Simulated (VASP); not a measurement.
# Nb3Sn (Pm-3n) in VASP: a series of runs

Nb3Sn is run at these levels: PBEsol; tasks: single point.

All numbers are computed with VASP 6.6.1; they aren't measurements. Logs are shortened: lines on timing, memory, paths and dates and some standing lists are left out, and cuts for length are marked.

### 1 The cell of the first run

It takes space group Pm-3n (No. 223, cubic). The conventional cell has a = 5.038 Å, b = 5.038 Å, c = 5.038 Å, α = 90.00°, β = 90.00°, γ = 90.00°. Within 3.7 Å of Sn (site symmetry m-3) lie 12 Nb at 2.82 Å. Within 3.3 Å of Nb (site symmetry -4m2) lie 10 Nb at 2.52 to 3.09 Å and 4 Sn at 2.82 Å.

### 2 Single point, PBEsol

File INCAR:

```
PREC     = Accurate       # precision mode
ENCUT    = 520            # plane-wave cutoff, eV
EDIFF    = 1E-6           # SCF threshold, eV
ISMEAR   = -1             # smearing method
SIGMA    = 0.05           # smearing width, eV
LREAL    = False          # projectors in reciprocal space
LASPH    = True           # aspherical terms in the spheres
NELM     = 60             # most SCF steps
ALGO     = Normal         # electronic algorithm
ISIF     = 2              # what is computed and relaxed
LWAVE    = False          # write WAVECAR
LCHARG   = False          # write CHGCAR
GGA      = PS             # functional
NBANDS   = 63             # bands
```

File KPOINTS:

```
regular mesh
0
Gamma
  5 5 5
```

File POSCAR:

```
Nb3Sn
1.0
    5.0384723488      0.0000000000      0.0000000000
    0.0000000000      5.0384723488      0.0000000000
    0.0000000000      0.0000000000      5.0384723488
Sn Nb
2 6
Direct
    0.5000000000      0.5000000000      0.5000000000
    0.0000000000      0.0000000000      0.0000000000
    0.0000000000      0.5000000000      0.2500000000
    0.0000000000      0.5000000000      0.7500000000
    0.5000000000      0.2500000000      0.0000000000
    0.7500000000      0.0000000000      0.5000000000
    0.5000000000      0.7500000000      0.0000000000
    0.2500000000      0.0000000000      0.5000000000
```

Potentials or basis: VASP PAW PBE potentials, release 64 (Sn_d, Nb_sv).

Launch:

```sh
cat potpaw_PBE.64/Sn_d/POTCAR potpaw_PBE.64/Nb_sv/POTCAR > POTCAR
mpirun -np 1 vasp_std > vasp.out
```

OUTCAR:

```text
PREC = Accurate
   ENCUT = 520
   EDIFF = 1E-6
   ISMEAR = -1
   LREAL = False
   LASPH = True
   NELM = 60
   ISIF = 2
   GGA = PS

 ion  position               nearest neighbor table
   1  0.500  0.500  0.500-   3 2.82   4 2.82   5 2.82   6 2.82   7 2.82   8 2.82   5 2.82   7 2.82
                             6 2.82   8 2.82   3 2.82   4 2.82
   2  0.000  0.000  0.000-   3 2.82   4 2.82   5 2.82   6 2.82   7 2.82   8 2.82   6 2.82   8 2.82
                             3 2.82   4 2.82   5 2.82   7 2.82
   3  0.000  0.500  0.250-   4 2.52   4 2.52   1 2.82   2 2.82   2 2.82   1 2.82
   4  0.000  0.500  0.750-   3 2.52   3 2.52   1 2.82   2 2.82   2 2.82   1 2.82
   5  0.500  0.250  0.000-   7 2.52   7 2.52   1 2.82   1 2.82   2 2.82   2 2.82
   6  0.750  0.000  0.500-   8 2.52   8 2.52   1 2.82   2 2.82   1 2.82   2 2.82
   7  0.500  0.750  0.000-   5 2.52   5 2.52   1 2.82   1 2.82   2 2.82   2 2.82
   8  0.250  0.000  0.500-   6 2.52   6 2.52   1 2.82   2 2.82   1 2.82   2 2.82

  LATTYP: Found a simple cubic cell.
 ALAT       =     5.0384723488

  Lattice vectors:

 A1 = (   5.0384723488,   0.0000000000,   0.0000000000)
 A2 = (   0.0000000000,   5.0384723488,   0.0000000000)
 A3 = (   0.0000000000,   0.0000000000,   5.0384723488)

Analysis of symmetry for initial positions (statically):
=====================================================================
 Subroutine PRICEL returns:
 Original cell was already a primitive cell.

 Routine SETGRP: Setting up the symmetry group for a
 simple cubic supercell.

 Subroutine GETGRP returns: Found 48 space group operations
 (whereof 24 operations were pure point group operations)
 out of a pool of 48 trial point group operations.

The static configuration has the point symmetry T_h .
 The point group associated with its full space group is O_h .

Analysis of symmetry for dynamics (positions and initial velocities):
=====================================================================
 Subroutine PRICEL returns:
 Original cell was already a primitive cell.

 Routine SETGRP: Setting up the symmetry group for a
 simple cubic supercell.

 Subroutine GETGRP returns: Found 48 space group operations
 (whereof 24 operations were pure point group operations)
 out of a pool of 48 trial point group operations.

The dynamic configuration has the point symmetry T_h .
 The point group associated with its full space group is O_h .

 Subroutine INISYM returns: Found 48 space group operations
 (whereof 24 operations are pure point group operations),
 and found     1 'primitive' translations

----------------------------------------------------------------------------------------

                                     Primitive cell

  volume of cell :     127.9077

  direct lattice vectors                    reciprocal lattice vectors
     5.038472349  0.000000000  0.000000000     0.198472857  0.000000000  0.000000000
     0.000000000  5.038472349  0.000000000     0.000000000  0.198472857  0.000000000
     0.000000000  0.000000000  5.038472349     0.000000000  0.000000000  0.198472857

  length of vectors
     5.038472349  5.038472349  5.038472349     0.198472857  0.198472857  0.198472857

  position of ions in fractional coordinates (direct lattice)
     0.500000000  0.500000000  0.500000000
     0.000000000  0.000000000  0.000000000
     0.000000000  0.500000000  0.250000000
     0.000000000  0.500000000  0.750000000
     0.500000000  0.250000000  0.000000000
     0.750000000  0.000000000  0.500000000
     0.500000000  0.750000000  0.000000000
     0.250000000  0.000000000  0.500000000

  ion indices of the primitive-cell ions
   primitive index   ion index
                 1           1
                 2           2
                 3           3
                 4           4
                 5           5
                 6           6
                 7           7
                 8           8

----------------------------------------------------------------------------------------

 KPOINTS: regular mesh

Automatic generation of k-mesh.
 Grid dimensions read from file:
 generate k-points for:    5    5    5

 Generating k-lattice:

  Cartesian coordinates                     Fractional coordinates (reciprocal lattice)
     0.039694571  0.000000000  0.000000000     0.200000000  0.000000000  0.000000000
     0.000000000  0.039694571  0.000000000     0.000000000  0.200000000  0.000000000
     0.000000000  0.000000000  0.039694571     0.000000000  0.000000000  0.200000000

  Length of vectors
     0.039694571  0.039694571  0.039694571

  Shift w.r.t. Gamma in fractional coordinates (k-lattice)
     0.000000000  0.000000000  0.000000000

 Subroutine IBZKPT returns following result:
 ===========================================

 Found     10 irreducible k-points:

 Following reciprocal coordinates:
            Coordinates               Weight
  0.000000  0.000000  0.000000      1.000000
  0.200000  0.000000  0.000000      6.000000
  0.400000  0.000000  0.000000      6.000000
  0.200000  0.200000  0.000000     12.000000
  0.400000  0.200000  0.000000     24.000000
  0.400000  0.400000  0.000000     12.000000
  0.200000  0.200000  0.200000      8.000000
  0.400000  0.200000  0.200000     24.000000
  0.400000  0.400000  0.200000     24.000000
  0.400000  0.400000  0.400000      8.000000
   k-points           NKPTS =     10   k-points in BZ     NKDIM =     10   number of bands    NBANDS=     63
   number of dos      NEDOS =    301   number of ions     NIONS =      8
   total plane-waves  NPLWV =  64000
   dimension x,y,z NGX =    40 NGY =   40 NGZ =   40
   dimension x,y,z NGXF=    80 NGYF=   80 NGZF=   80
   ions per type =               2   6
   NGX,Y,Z   is equivalent  to a cutoff of  13.20, 13.20, 13.20 a.u.
   NGXF,Y,Z  is equivalent  to a cutoff of  26.40, 26.40, 26.40 a.u.
 SYSTEM =  unknown system
   PREC   = accura    normal or accurate (medium, high low for compatibility)
   ISTART =      0    job   : 0-new  1-cont  2-samecut
   ICHARG =      2    charge: 1-file 2-atom 10-const
   ISPIN  =      1    spin polarized calculation?
   LNONCOLLINEAR =      F non collinear calculations
   LSORBIT =      F    spin-orbit coupling
   LASPH  =      T    aspherical Exc in radial PAW
   ENCUT  =  520.0 eV  38.22 Ry    6.18 a.u.   9.37  9.37  9.37*2*pi/ulx,y,z
   NELM   =     60;   NELMIN=  2; NELMDL= -5     # of ELM steps
   EDIFF  = 0.1E-05   stopping-criterion for ELM
   LREAL  =      F    real-space projection
   EDIFFG = 0.1E-04   stopping-criterion for IOM
   NSW    =      0    number of steps for IOM
   IBRION =     -1    ionic relax: 0-MD 1-quasi-New 2-CG
   NFREE  =      0    steps in history (QN), initial steepest desc. (CG)
   ISIF   =      2    stress and relaxation
   ISYM   =      2    0-nonsym 1-usesym 2-fastsym
   POTIM  = 0.5000    time-step for ionic-motion
   TEBEG  =    0.0;   TEEND  =   0.0 temperature during run
   PSTRESS=    0.0 pullay stress
   NELECT =     106.0000    total number of electrons
   NUPDOWN=      -1.0000    fix difference up-down
   EMIN   =  10.00;   EMAX   =-10.00  energy-range for DOS
   EFERMI =   0.00;   METHOD = LEGACY
   ISMEAR =    -1;   SIGMA  =   0.05  broadening in eV -4-tet -1-fermi 0-gaus
   EFERMI_NEDOS =   21; number of points for ismear=-14 and -15
   IALGO  =     38    algorithm
   IMIX   =      4    mixing-type and parameters
     AMIX     =   0.40;   BMIX     =  1.00
     AMIX_MAG =   1.60;   BMIX_MAG =  1.00
  volume/ion in A,a.u.               =      15.99       107.90
  Fermi-wavevector in a.u.,A,eV,Ry     =   1.537722  2.905874 32.172197  2.364590
  Thomas-Fermi vector in A             =   2.644191
   LORBIT       =      0    0 simple, 1 ext, 2 COOP (PROOUT), +10 PAW based schemes
   GGA     = PS    functional components
   LHFCALC =     F    Hartree Fock is set to
   AEXX    =    0.0000 exact exchange contribution
   IVDW    =     0    specifies the selected vdW correction
   LEPSILON=     F    determine dielectric tensor
   LRPA    =     F    only Hartree local field effects (RPA)
 non-spin polarized calculation
  energy-cutoff  :      520.00
  volume of cell :      127.91
 maximum number of plane-waves:      3482
 NGX is ok and might be reduce to    40
   NGX = 19   NGY = 19   NGZ = 19

 number of electron     106.0000023 magnetization

 Free energy of the ion-electron system (eV)
  ---------------------------------------------------
  ext. energy  EPLUGINS =         0.00000000
  ---------------------------------------------------
  free energy    TOTEN  =       -74.50006909 eV

  energy without entropy =      -74.40935029  energy(sigma->0) =      -74.45470969

 E-fermi :  13.4285     XC(G=0): -13.2559

 val. band max:       13.4114229659   @ k =   0.4000   0.4000   0.0000
 cond. band min:      13.4361883677   @ k =   0.2000   0.0000   0.0000
 fundamental gap:      0.0247654019
 Fermi energy:        13.4284579994

 k-point     1 :       0.0000    0.0000    0.0000
  band No.  band energies     occupation
      1     -40.8321      2.00000
      2     -40.6940      2.00000
      3     -40.6940      2.00000
      4     -40.3300      2.00000
      5     -40.3300      2.00000
      6     -40.3300      2.00000
[... 55 lines left out ...]
     62      17.9845      0.00000
     63      18.0031      0.00000

 k-point     2 :       0.2000    0.0000    0.0000
  band No.  band energies     occupation
      1     -40.8123      2.00000
      2     -40.7041      2.00000
      3     -40.6674      2.00000
      4     -40.3696      2.00000
      5     -40.3300      2.00000
      6     -40.3300      2.00000
[... 55 lines left out ...]
     62      17.4820      0.00000
     63      17.8140      0.00000

 k-point     3 :       0.4000    0.0000    0.0000
  band No.  band energies     occupation
      1     -40.7711      2.00000
      2     -40.7318      2.00000
      3     -40.5859      2.00000
      4     -40.4702      2.00000
      5     -40.3301      2.00000
      6     -40.3301      2.00000
[... 451 lines left out ...]
     62      16.5273      0.00000
     63      16.6115      0.00000

 k-point    10 :       0.4000    0.4000    0.4000
  band No.  band energies     occupation
      1     -40.6217      2.00000
      2     -40.5945      2.00000
      3     -40.5945      2.00000
      4     -40.4800      2.00000
      5     -40.4800      2.00000
      6     -40.4660      2.00000
[... 55 lines left out ...]
     62      16.5399      0.00000
     63      16.6522      0.00000

------------------------ aborting loop because EDIFF is reached ----------------------------------------

  FORCE on cell =-STRESS in cart. coord.  units (eV):
  Direction    XX          YY          ZZ          XY          YZ          ZX
  --------------------------------------------------------------------------------------
  -------------------------------------------------------------------------------------
  Total       23.7671883     23.7671883     23.7671883      0.0000000      0.0000000      0.0000000
  in kB      297.7088545    297.7088545    297.7088545      0.0000000      0.0000000      0.0000000
  external PRESSURE =     297.7088545 kB  Pullay stress =       0.0000000 kB

 VOLUME and BASIS-vectors are now :
 -----------------------------------------------------------------------------
  energy-cutoff  :      520.00
  volume of cell :      127.91
      direct lattice vectors                 reciprocal lattice vectors
     5.038472349  0.000000000  0.000000000     0.198472857  0.000000000  0.000000000
     0.000000000  5.038472349  0.000000000     0.000000000  0.198472857  0.000000000
     0.000000000  0.000000000  5.038472349     0.000000000  0.000000000  0.198472857

 POSITION                                       TOTAL-FORCE (eV/Angst)
 -----------------------------------------------------------------------------------
      2.51924      2.51924      2.51924        -0.000000      0.000000     -0.000000
      0.00000      0.00000      0.00000        -0.000000      0.000000     -0.000000
      0.00000      2.51924      1.25962         0.000000     -0.000000     -0.000000
      0.00000      2.51924      3.77885        -0.000000      0.000000      0.000000
      2.51924      1.25962      0.00000         0.000000     -0.000000      0.000000
      3.77885      0.00000      2.51924         0.000000      0.000000      0.000000
      2.51924      3.77885      0.00000        -0.000000      0.000000     -0.000000
      1.25962      0.00000      2.51924        -0.000000     -0.000000     -0.000000
 -----------------------------------------------------------------------------------
    total drift:                                0.000000     -0.000000      0.000000

  FREE ENERGIE OF THE ION-ELECTRON SYSTEM (eV)
  ---------------------------------------------------
  free  energy   TOTEN  =       -74.5000690945 eV

  energy  without entropy=      -74.4093502945  energy(sigma->0) =      -74.45470969
```

Wall time 78 s (1 thread of Intel Xeon Platinum 8488C (Sapphire Rapids), shared host); peak memory 0.26 GiB.

Results:

| Item | Value |
| --- | --- |
| Free energy | -74.5001 eV |
| Pressure | 29.8 GPa |
| Band gap on the k mesh | zero (band 53 reaches 13.50 eV, above the bottom of band 54 at 13.34 eV) |

Caveat: the PAW data sets were made with another functional, which shifts forces and pressure a little; spin-orbit coupling is left out, which moves the levels of the heavy elements.

### 3 Single point, PBEsol

This run uses another cell than the first one, of 16.58 Å³/atom, 1.037 times its volume.

File INCAR:

```
SYSTEM = Nb3Sn
ALGO     = Normal         ! electronic algorithm
EDIFF    = 1E-6           ! SCF threshold, eV
ENCUT    = 520            ! plane-wave cutoff, eV
GGA      = PS             ! functional
ISIF     = 2              ! what is computed and relaxed
ISMEAR   = -1             ! smearing method
LASPH    = .TRUE.         ! aspherical terms in the spheres
LCHARG   = .FALSE.        ! write CHGCAR
LREAL    = .FALSE.        ! projectors in reciprocal space
LWAVE    = .FALSE.        ! write WAVECAR
NBANDS   = 63             ! bands
NELM     = 60             ! most SCF steps
PREC     = Accurate       ! precision mode
SIGMA    = 0.05           ! smearing width, eV
```

File KPOINTS:

```
k-points
0
G
  5 5 5
  0 0 0
```

POSCAR: that of step 2 with these lines changed.

```diff
@@ -2,5 +2,5 @@
 1.0
-    5.0384723488      0.0000000000      0.0000000000
-    0.0000000000      5.0384723488      0.0000000000
-    0.0000000000      0.0000000000      5.0384723488
+    5.0995219039      0.0000000000      0.0000000000
+    0.0000000000      5.0995219039      0.0000000000
+    0.0000000000      0.0000000000      5.0995219039
 Sn Nb
```

Potentials or basis: VASP PAW PBE potentials, release 64 (Sn_d, Nb_sv).

Launch:

```sh
cat potpaw_PBE.64/Sn_d/POTCAR potpaw_PBE.64/Nb_sv/POTCAR > POTCAR
mpirun -np 1 vasp_std > vasp.out
```

OUTCAR:

```text
SYSTEM = Nb3Sn
   EDIFF = 1E-6
   ENCUT = 520
   GGA = PS
   ISIF = 2
   ISMEAR = -1
   LASPH = .TRUE.
   LREAL = .FALSE.
   NELM = 60
   PREC = Accurate

 ion  position               nearest neighbor table
   1  0.500  0.500  0.500-   3 2.85   4 2.85   5 2.85   6 2.85   7 2.85   8 2.85   5 2.85   7 2.85
                             6 2.85   8 2.85   3 2.85   4 2.85
   2  0.000  0.000  0.000-   3 2.85   4 2.85   5 2.85   6 2.85   7 2.85   8 2.85   6 2.85   8 2.85
                             3 2.85   4 2.85   5 2.85   7 2.85
   3  0.000  0.500  0.250-   4 2.55   4 2.55   1 2.85   2 2.85   2 2.85   1 2.85
   4  0.000  0.500  0.750-   3 2.55   3 2.55   1 2.85   2 2.85   2 2.85   1 2.85
   5  0.500  0.250  0.000-   7 2.55   7 2.55   1 2.85   1 2.85   2 2.85   2 2.85
   6  0.750  0.000  0.500-   8 2.55   8 2.55   1 2.85   2 2.85   1 2.85   2 2.85
   7  0.500  0.750  0.000-   5 2.55   5 2.55   1 2.85   1 2.85   2 2.85   2 2.85
   8  0.250  0.000  0.500-   6 2.55   6 2.55   1 2.85   2 2.85   1 2.85   2 2.85

  LATTYP: Found a simple cubic cell.
 ALAT       =     5.0995219039

  Lattice vectors:

 A1 = (   5.0995219039,   0.0000000000,   0.0000000000)
[... 183 lines left out ...]
 k-point     1 :       0.0000    0.0000    0.0000
  band No.  band energies     occupation
      1     -41.4413      2.00000
      2     -41.3232      2.00000
      3     -41.3232      2.00000
      4     -41.0007      2.00000
      5     -41.0007      2.00000
      6     -41.0007      2.00000
[... 649 lines left out ...]
     62      15.8575      0.00000
     63      16.0710      0.00000

------------------------ aborting loop because EDIFF is reached ----------------------------------------

  FORCE on cell =-STRESS in cart. coord.  units (eV):
  Direction    XX          YY          ZZ          XY          YZ          ZX
  --------------------------------------------------------------------------------------
  -------------------------------------------------------------------------------------
  Total       16.3694360     16.3694360     16.3694360     -0.0000000      0.0000000      0.0000000
  in kB      197.7679510    197.7679510    197.7679510     -0.0000000      0.0000000      0.0000000
  external PRESSURE =     197.7679510 kB  Pullay stress =       0.0000000 kB

 VOLUME and BASIS-vectors are now :
 -----------------------------------------------------------------------------
  energy-cutoff  :      520.00
  volume of cell :      132.61
      direct lattice vectors                 reciprocal lattice vectors
     5.099521904  0.000000000  0.000000000     0.196096814  0.000000000  0.000000000
     0.000000000  5.099521904  0.000000000     0.000000000  0.196096814  0.000000000
     0.000000000  0.000000000  5.099521904     0.000000000  0.000000000  0.196096814

 POSITION                                       TOTAL-FORCE (eV/Angst)
 -----------------------------------------------------------------------------------
      2.54976      2.54976      2.54976         0.000000      0.000000      0.000000
      0.00000      0.00000      0.00000         0.000000      0.000000      0.000000
      0.00000      2.54976      1.27488        -0.000000      0.000000      0.000000
      0.00000      2.54976      3.82464        -0.000000     -0.000000      0.000000
      2.54976      1.27488      0.00000         0.000000      0.000000      0.000000
      3.82464      0.00000      2.54976        -0.000000      0.000000      0.000000
      2.54976      3.82464      0.00000         0.000000      0.000000     -0.000000
      1.27488      0.00000      2.54976         0.000000     -0.000000     -0.000000
 -----------------------------------------------------------------------------------
    total drift:                                0.000000     -0.000000      0.000000

  FREE ENERGIE OF THE ION-ELECTRON SYSTEM (eV)
  ---------------------------------------------------
  free  energy   TOTEN  =       -75.2275915571 eV

  energy  without entropy=      -75.1318601835  energy(sigma->0) =      -75.17972587
```

It took 82 s on 1 thread of Intel Xeon Platinum 8488C (Sapphire Rapids), shared host; peak memory 0.26 GiB.

What came out:

* Free energy: -75.2276 eV
* Pressure: 19.8 GPa
* Band gap on the k mesh: zero (band 53 reaches 12.92 eV, above the bottom of band 54 at 12.79 eV)

Caveat: the PAW data sets were made with another functional, which shifts forces and pressure a little; spin-orbit coupling is left out, which moves the levels of the heavy elements.
